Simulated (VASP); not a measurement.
Here is a VASP 6.6.1 calculation.

INCAR

```
SYSTEM = CaO
ALGO = Normal
EDIFF = 1E-7
ENCUT = 520
GGA = PE
ISIF = 2
ISMEAR = 0
LASPH = .TRUE.
LCHARG = .FALSE.
LREAL = .FALSE.
LWAVE = .FALSE.
NBANDS = 15
NELM = 100
PREC = Accurate
SIGMA = 0.05
```

KPOINTS

```
k-points
0
G
  8 8 8
  0 0 0
```

The input POSCAR:

```
CaO
1.0
    0.0000000000      2.3755300000      2.5224700000
    2.3755300000      0.0000000000      2.5224700000
    2.3755300000      2.3755300000      0.0000000000
Ca O
1 1
Direct
    0.0000000000      0.0000000000      0.0000000000
    0.5000000000      0.5000000000      0.5000000000
```

Potentials or basis: VASP PAW PBE potentials, release 64 (Ca_sv, O).

Launch:

```sh
$ cat potpaw_PBE.64/Ca_sv/POTCAR potpaw_PBE.64/O/POTCAR > POTCAR
$ mpirun -np 1 vasp_std > vasp.out
```

(1) Estimate the band gap on the k mesh.

(2) Estimate the pressure.

## Answers

(1) 3.56 eV, indirect (least direct gap 3.98 eV).

(2) 0.3 GPa.

Caveat: the cell differs from its parent crystal (strain -0.030 along x and y, +0.030 along z).
